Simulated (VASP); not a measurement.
# LaYN2 (P6/mmm) in VASP: notebook

LaYN2 is run at these levels: PBE; tasks: relaxation of cell and atoms, single point.

All numbers are computed with VASP 6.6.1; they aren't measurements. Logs are shortened: lines on timing, memory, paths and dates and some standing lists are left out, and cuts for length are marked.

## Step 1: The cell of the first run

The structure is hexagonal, space group P6/mmm (No. 191). Conventional cell: a = 3.643 Å, b = 3.643 Å, c = 7.869 Å, α = 90.00°, β = 90.00°, γ = 120.00°. Within 2.8 Å of La (site symmetry 6/mmm) lie 6 N at 2.10 Å. Within 4.8 Å of Y (site symmetry 6/mmm) lie 6 Y at 3.64 Å and 2 La at 3.93 Å and 12 N at 4.46 Å. N (site symmetry -6m2) has 3 La at 2.10 Å and 3 N at 2.10 Å within 2.8 Å.

The cell was generated, and may not be a known phase.

## Step 2: Relaxation of cell and atoms, PBE

Contents of INCAR:

```
SYSTEM = LaYN2
PREC = Accurate ; ENCUT = 600
EDIFF = 1E-7 ; ISMEAR = 0
SIGMA = 0.1 ; LREAL = .FALSE.
LASPH = .TRUE. ; NELM = 100
ALGO = Normal ; ISIF = 3
LWAVE = .FALSE. ; LCHARG = .FALSE.
GGA = PE ; IBRION = 2
NSW = 90 ; EDIFFG = -0.04
```

Contents of KPOINTS:

```
Automatic mesh
0
G
  6 6 2
  0 0 0
```

Contents of POSCAR:

```
LaYN2
1.0
    3.6429323000      0.0000000000      0.0000000000
   -1.8214661500      3.1548719200      0.0000000000
    0.0000000000      0.0000000000      7.8692995200
La Y N
1 1 2
Direct
    0.0000000000      0.0000000000      0.0000000000
    0.0000000000      0.0000000000      0.5000000000
    0.3333333300      0.6666666700      0.0000000000
    0.6666666700      0.3333333300      0.0000000000
```

Potentials or basis: VASP PAW PBE potentials, release 64 (La, Y_sv, N).

Started as:

```sh
$ cat potpaw_PBE.64/La/POTCAR potpaw_PBE.64/Y_sv/POTCAR potpaw_PBE.64/N/POTCAR > POTCAR
$ mpirun -np 1 vasp_std > vasp.out
```

OUTCAR:

```text
SYSTEM = LaYN2
   PREC = Accurate
   ENCUT = 600
   EDIFF = 1E-7
   ISMEAR = 0
   LREAL = .FALSE.
   LASPH = .TRUE.
   NELM = 100
   ISIF = 3
   GGA = PE
   IBRION = 2
   NSW = 90
   EDIFFG = -0.04

 ion  position               nearest neighbor table
   1  0.000  0.000  0.000-   3 2.10   4 2.10   4 2.10   3 2.10   4 2.10   3 2.10   2 3.93   2 3.93

   2  0.000  0.000  0.500-   1 3.93   1 3.93
   3  0.333  0.667  0.000-   1 2.10   1 2.10   1 2.10
   4  0.667  0.333  0.000-   1 2.10   1 2.10   1 2.10

  LATTYP: Found a hexagonal cell.
 ALAT       =     3.6429323000
 C/A-ratio  =     2.1601553013

  Lattice vectors:

 A1 = (   3.6429323000,   0.0000000000,   0.0000000000)
 A2 = (  -1.8214661500,   3.1548719200,   0.0000000000)
 A3 = (   0.0000000000,   0.0000000000,   7.8692995200)

Analysis of symmetry for initial positions (statically):
=====================================================================
 Subroutine PRICEL returns:
 Original cell was already a primitive cell.

 Routine SETGRP: Setting up the symmetry group for a
 hexagonal supercell.

 Subroutine GETGRP returns: Found 24 space group operations
 (whereof 24 operations were pure point group operations)
 out of a pool of 24 trial point group operations.

The static configuration has the point symmetry D_6h.

Analysis of symmetry for dynamics (positions and initial velocities):
=====================================================================
 Subroutine PRICEL returns:
 Original cell was already a primitive cell.

 Routine SETGRP: Setting up the symmetry group for a
 hexagonal supercell.

 Subroutine GETGRP returns: Found 24 space group operations
 (whereof 24 operations were pure point group operations)
 out of a pool of 24 trial point group operations.

The dynamic configuration has the point symmetry D_6h.

 Subroutine INISYM returns: Found 24 space group operations
 (whereof 24 operations are pure point group operations),
 and found     1 'primitive' translations

----------------------------------------------------------------------------------------

                                     Primitive cell

  volume of cell :      90.4417

  direct lattice vectors                    reciprocal lattice vectors
     3.642932300  0.000000000  0.000000000     0.274504141  0.158485039  0.000000000
    -1.821466150  3.154871920  0.000000000     0.000000000  0.316970078  0.000000000
     0.000000000  0.000000000  7.869299520     0.000000000  0.000000000  0.127076114

  length of vectors
     3.642932300  3.642932303  7.869299520     0.316970079  0.316970078  0.127076114

  position of ions in fractional coordinates (direct lattice)
     0.000000000  0.000000000  0.000000000
     0.000000000  0.000000000  0.500000000
     0.333333330  0.666666670  0.000000000
     0.666666670  0.333333330  0.000000000

  ion indices of the primitive-cell ions
   primitive index   ion index
                 1           1
                 2           2
                 3           3
                 4           4

----------------------------------------------------------------------------------------

 KPOINTS: Automatic mesh

Automatic generation of k-mesh.
 Grid dimensions read from file:
 generate k-points for:    6    6    2

 Generating k-lattice:

  Cartesian coordinates                     Fractional coordinates (reciprocal lattice)
     0.045750690  0.026414173  0.000000000     0.166666667  0.000000000  0.000000000
     0.000000000  0.052828346  0.000000000     0.000000000  0.166666667  0.000000000
     0.000000000  0.000000000  0.063538057     0.000000000  0.000000000  0.500000000

  Length of vectors
     0.052828346  0.052828346  0.063538057

  Shift w.r.t. Gamma in fractional coordinates (k-lattice)
     0.000000000  0.000000000  0.000000000

 Subroutine IBZKPT returns following result:
 ===========================================

 Found     14 irreducible k-points:

 Following reciprocal coordinates:
            Coordinates               Weight
  0.000000  0.000000  0.000000      1.000000
  0.166667 -0.000000  0.000000      6.000000
  0.333333  0.000000  0.000000      6.000000
  0.500000 -0.000000  0.000000      3.000000
  0.166667  0.166667  0.000000      6.000000
  0.333333  0.166667  0.000000     12.000000
  0.333333  0.333333  0.000000      2.000000
  0.000000  0.000000  0.500000      1.000000
  0.166667 -0.000000  0.500000      6.000000
  0.333333  0.000000  0.500000      6.000000
  0.500000 -0.000000  0.500000      3.000000
  0.166667  0.166667  0.500000      6.000000
  0.333333  0.166667  0.500000     12.000000
  0.333333  0.333333  0.500000      2.000000
   k-points           NKPTS =     14   k-points in BZ     NKDIM =     14   number of bands    NBANDS=     20
   number of dos      NEDOS =    301   number of ions     NIONS =      4
   total plane-waves  NPLWV =  57600
   dimension x,y,z NGX =    30 NGY =   30 NGZ =   64
   dimension x,y,z NGXF=    60 NGYF=   60 NGZF=  128
   ions per type =               1   1   2
   NGX,Y,Z   is equivalent  to a cutoff of  13.69, 13.69, 13.52 a.u.
   NGXF,Y,Z  is equivalent  to a cutoff of  27.38, 27.38, 27.04 a.u.
 SYSTEM =  LaYN2
   PREC   = accura    normal or accurate (medium, high low for compatibility)
   ISTART =      0    job   : 0-new  1-cont  2-samecut
   ICHARG =      2    charge: 1-file 2-atom 10-const
   ISPIN  =      1    spin polarized calculation?
   LNONCOLLINEAR =      F non collinear calculations
   LSORBIT =      F    spin-orbit coupling
   LASPH  =      T    aspherical Exc in radial PAW
   ENCUT  =  600.0 eV  44.10 Ry    6.64 a.u.   7.28  7.28 15.72*2*pi/ulx,y,z
   NELM   =    100;   NELMIN=  2; NELMDL= -5     # of ELM steps
   EDIFF  = 0.1E-06   stopping-criterion for ELM
   LREAL  =      F    real-space projection
   EDIFFG = -.4E-01   stopping-criterion for IOM
   NSW    =     90    number of steps for IOM
   IBRION =      2    ionic relax: 0-MD 1-quasi-New 2-CG
   NFREE  =      1    steps in history (QN), initial steepest desc. (CG)
   ISIF   =      3    stress and relaxation
   ISYM   =      2    0-nonsym 1-usesym 2-fastsym
   POTIM  = 0.5000    time-step for ionic-motion
   TEBEG  =    0.0;   TEEND  =   0.0 temperature during run
   PSTRESS=    0.0 pullay stress
   NELECT =      32.0000    total number of electrons
   NUPDOWN=      -1.0000    fix difference up-down
   EMIN   =  10.00;   EMAX   =-10.00  energy-range for DOS
   EFERMI =   0.00;   METHOD = LEGACY
   ISMEAR =     0;   SIGMA  =   0.10  broadening in eV -4-tet -1-fermi 0-gaus
   EFERMI_NEDOS =   21; number of points for ismear=-14 and -15
   IALGO  =     38    algorithm
   IMIX   =      4    mixing-type and parameters
     AMIX     =   0.40;   BMIX     =  1.00
     AMIX_MAG =   1.60;   BMIX_MAG =  1.00
  volume/ion in A,a.u.               =      22.61       152.58
  Fermi-wavevector in a.u.,A,eV,Ry     =   1.157893  2.188101 18.241559  1.340717
  Thomas-Fermi vector in A             =   2.294500
   LORBIT       =      0    0 simple, 1 ext, 2 COOP (PROOUT), +10 PAW based schemes
   GGA     = PE    functional components
   LHFCALC =     F    Hartree Fock is set to
   AEXX    =    0.0000 exact exchange contribution
   IVDW    =     0    specifies the selected vdW correction
   LEPSILON=     F    determine dielectric tensor
   LRPA    =     F    only Hartree local field effects (RPA)
 conjugate gradient relaxation of ions
 non-spin polarized calculation
 Gauss-broadening in eV      SIGMA  =   0.10
  energy-cutoff  :      600.00
  volume of cell :       90.44
 maximum number of plane-waves:      3049
 NGX is ok and might be reduce to    30
   NGX = 15   NGY = 15   NGZ = 31

--------------------------------------- Ionic step        1  -------------------------------------------

 number of electron      32.0000000 magnetization

 Free energy of the ion-electron system (eV)
  ---------------------------------------------------
  ext. energy  EPLUGINS =         0.00000000
  ---------------------------------------------------
  free energy    TOTEN  =       -21.86594174 eV

  energy without entropy =      -21.84260455  energy(sigma->0) =      -21.85427315

 E-fermi :   4.4054     XC(G=0):  -9.1854

 val. band max:        4.3427918800   @ k =   0.5000  -0.0000   0.5000
 cond. band min:       4.4277403348   @ k =   0.3333   0.3333   0.0000
 fundamental gap:      0.0849484548
 Fermi energy:         4.4053865415

 k-point     1 :       0.0000    0.0000    0.0000
  band No.  band energies     occupation
      1     -39.3805      2.00000
      2     -26.0911      2.00000
      3     -19.4302      2.00000
      4     -19.0925      2.00000
      5     -19.0925      2.00000
      6     -10.0056      2.00000
[... 12 lines left out ...]
     19       5.7551      0.00000
[... 333 lines left out ...]
  energy  without entropy=      -21.8426045538  energy(sigma->0) =      -21.85427315

--------------------------------------- Ionic step        2  -------------------------------------------

 number of electron      32.0000003 magnetization

------------------------ aborting loop EDIFF was not reached (unconverged)  ----------------------------

  FORCE on cell =-STRESS in cart. coord.  units (eV):
  Direction    XX          YY          ZZ          XY          YZ          ZX
  --------------------------------------------------------------------------------------
  -------------------------------------------------------------------------------------
  Total       -8.3960585     -8.3960585     -1.3599909      0.0000000      0.0000000     -0.0000000
  in kB     -101.1414340   -101.1414344    -16.3828570      0.0000000      0.0000000     -0.0000000
  external PRESSURE =     -72.8885752 kB  Pullay stress =       0.0000000 kB

 VOLUME and BASIS-vectors are now :
 -----------------------------------------------------------------------------
  energy-cutoff  :      600.00
  volume of cell :      133.00
      direct lattice vectors                 reciprocal lattice vectors
     4.419260387 -0.000000000 -0.000000000     0.226282208  0.130644094  0.000000000
    -2.209630193  3.827191767  0.000000000     0.000000000  0.261288187  0.000000000
    -0.000000000 -0.000000000  7.863703227     0.000000000 -0.000000000  0.127166549
[... 52 lines left out ...]
  energy  without entropy=      -23.6334263518  energy(sigma->0) =      -23.65583739

--------------------------------------- Ionic step        4  -------------------------------------------

 number of electron      31.9999999 magnetization

 Free energy of the ion-electron system (eV)
  ---------------------------------------------------
  ext. energy  EPLUGINS =         0.00000000
  ---------------------------------------------------
  free energy    TOTEN  =       -23.67864337 eV

  energy without entropy =      -23.63433676  energy(sigma->0) =      -23.65649007

 E-fermi :   2.9641     XC(G=0):  -8.4351

 val. band max:        2.9360753352   @ k =   0.1667   0.1667   0.5000
 cond. band min:       2.9743016112   @ k =   0.3333   0.1667   0.0000
 fundamental gap:      0.0382262760
 Fermi energy:         2.9641230020

 k-point     1 :       0.0000    0.0000    0.0000
  band No.  band energies     occupation
      1     -41.5596      2.00000
      2     -27.5657      2.00000
      3     -21.5792      2.00000
      4     -21.3334      2.00000
      5     -21.3334      2.00000
      6     -11.6448      2.00000
[... 12 lines left out ...]
     19       4.5937      0.00000
[... 329 lines left out ...]
  FREE ENERGIE OF THE ION-ELECTRON SYSTEM (eV)
  ---------------------------------------------------
  free  energy   TOTEN  =       -23.6786433729 eV

  energy  without entropy=      -23.6343367606  energy(sigma->0) =      -23.65649007

 reached required accuracy - stopping structural energy minimisation
```

Run time: 4.3 min. Hardware: 1 thread of Intel Xeon 6975P-C (Granite Rapids), shared host; peak memory 0.27 GiB.

Results:

```yaml
Free_energy: -23.6786 eV
Relaxed_volume: 28.23 Å³/atom
Relaxed_cell: a = 4.071 Å, b = 4.071 Å, c = 7.866 Å, α = 90.00°, β = 90.00°, γ = 120.00°
Space_group_after_relaxing_to_0.1_Å: P6/mmm (No. 191)
Energy_gained_by_relaxing: 453.2 meV/atom
Ionic_steps: 4
Pressure_after_relaxing: 0.0 GPa
Band_gap_on_the_k_mesh: zero (bands 16 and 17 overlap by 0.55 eV)
```

Stress tensor (GPa, compression positive):
```
 0.05  0.00  0.00
 0.00  0.05  0.00
 0.00  0.00 -0.08
```

The path:
```
step  energy change (eV)  largest force (eV/Å)  pressure (GPa)  volume (Å³)
   1              0.0000                0.0000           20.83        90.44
   2             -1.1131                0.0000           -7.29       133.00
   3             -1.8123                0.0000           -0.24       113.41
   4             -1.8127                0.0000            0.00       112.92
```

Final structure:
```
CELL_PARAMETERS angstrom
4.07141 0.00000 0.00000
-2.03571 3.52594 0.00000
0.00000 0.00000 7.86621
ATOMIC_POSITIONS crystal
La 0.00000 0.00000 0.00000
Y 0.00000 0.00000 0.50000
N 0.33333 0.66667 0.00000
N 0.66667 0.33333 0.00000
```

Caveat: the k points lie up to 0.40 Å⁻¹ apart in the final cell, too coarse for converged energies and pressures of a metal; the volume moved by over 15 % at a fixed basis, so the end points are rough; spin-orbit coupling is left out, which moves the levels of the heavy elements.

## Step 3: Single point, PBE

Contents of INCAR:

```
PREC = Accurate ; ENCUT = 600
EDIFF = 1E-6 ; ISMEAR = 0
SIGMA = 0.1 ; LREAL = F
LASPH = T ; NELM = 200
ALGO = Normal ; ISIF = 2
LWAVE = F ; LCHARG = F
GGA = PE ; NBANDS = 24
GGA_COMPAT = F ; LMAXMIX = 6
```

Contents of KPOINTS:

```
Automatic mesh
0
Gamma
  6 6 2
```

POSCAR is that of step 2.

Potentials or basis: VASP PAW PBE potentials, release 64 (La, Y_sv, N).

Started as:

```sh
$ cat potpaw_PBE.64/La/POTCAR potpaw_PBE.64/Y_sv/POTCAR potpaw_PBE.64/N/POTCAR > POTCAR
$ mpirun -np 1 vasp_std > vasp.out
```

OUTCAR:

```text
PREC = Accurate
   ENCUT = 600
   EDIFF = 1E-6
   ISMEAR = 0
   LREAL = F
   LASPH = T
   NELM = 200
   ISIF = 2
   GGA = PE

 ion  position               nearest neighbor table
   1  0.000  0.000  0.000-   3 2.10   4 2.10   4 2.10   3 2.10   4 2.10   3 2.10   2 3.93   2 3.93

   2  0.000  0.000  0.500-   1 3.93   1 3.93
   3  0.333  0.667  0.000-   1 2.10   1 2.10   1 2.10
   4  0.667  0.333  0.000-   1 2.10   1 2.10   1 2.10

  LATTYP: Found a hexagonal cell.
 ALAT       =     3.6429323000
[... 562 lines left out ...]

  FORCE on cell =-STRESS in cart. coord.  units (eV):
  Direction    XX          YY          ZZ          XY          YZ          ZX
  --------------------------------------------------------------------------------------
  -------------------------------------------------------------------------------------
  Total       17.6746691     17.6746692     -0.0216378      0.0000000      0.0000000      0.0000000
  in kB      313.1071361    313.1071369     -0.3833133      0.0000000      0.0000000      0.0000000
  external PRESSURE =     208.6103199 kB  Pullay stress =       0.0000000 kB

 VOLUME and BASIS-vectors are now :
 -----------------------------------------------------------------------------
  energy-cutoff  :      600.00
  volume of cell :       90.44
      direct lattice vectors                 reciprocal lattice vectors
     3.642932300  0.000000000  0.000000000     0.274504141  0.158485039  0.000000000
    -1.821466150  3.154871920  0.000000000     0.000000000  0.316970078  0.000000000
     0.000000000  0.000000000  7.869299520     0.000000000  0.000000000  0.127076114

 POSITION                                       TOTAL-FORCE (eV/Angst)
 -----------------------------------------------------------------------------------
      0.00000      0.00000      0.00000         0.000000     -0.000000      0.000000
      0.00000      0.00000      3.93465         0.000000     -0.000000      0.000000
     -0.00000      2.10325      0.00000         0.000000     -0.000000      0.000000
      1.82147      1.05162      0.00000        -0.000000      0.000000      0.000000
 -----------------------------------------------------------------------------------
    total drift:                               -0.000000      0.000000     -0.000000

  FREE ENERGIE OF THE ION-ELECTRON SYSTEM (eV)
  ---------------------------------------------------
  free  energy   TOTEN  =       -21.8659419914 eV

  energy  without entropy=      -21.8426524166  energy(sigma->0) =      -21.85429720
```

OSZICAR:

```text
N       E                     dE             d eps       ncg     rms          rms(c)
DAV:   1     0.347890744901E+03    0.34789E+03   -0.14145E+04   688   0.192E+03
DAV:   2     0.296226313014E+02   -0.31827E+03   -0.26985E+03   824   0.358E+02
DAV:   3    -0.363860178142E+02   -0.66009E+02   -0.61953E+02   992   0.156E+02
[... 12 lines left out ...]
DAV:  16    -0.218659315858E+02   -0.11792E-04   -0.24580E-04  1128   0.939E-02    0.596E-02
DAV:  17    -0.218659366496E+02   -0.50638E-05   -0.62257E-05  1184   0.466E-02    0.271E-02
DAV:  18    -0.218659648902E+02   -0.28241E-04   -0.43669E-05  1008   0.377E-02    0.740E-02
DAV:  19    -0.218659414236E+02    0.23467E-04   -0.14878E-05  1112   0.276E-02    0.111E-02
DAV:  20    -0.218659419914E+02   -0.56778E-06   -0.20217E-06   816   0.121E-02
   1 F= -.21865942E+02 E0= -.21854297E+02  d E =-.232896E-01
```

Run time: 97 s. Hardware: 1 thread of Intel Xeon Platinum 8488C (Sapphire Rapids), shared host; peak memory 0.26 GiB.

What came out:

```
Free energy            : -21.8659 eV
Pressure               : 20.9 GPa
Band gap on the k mesh : zero (bands 16 and 17 overlap by 0.78 eV)
```

Caveat: the k points lie up to 0.40 Å⁻¹ apart, too coarse for converged energies and pressures of a metal; spin-orbit coupling is left out, which moves the levels of the heavy elements.

The gap in the log of VASP goes by the Fermi energy; the results here count the filled bands.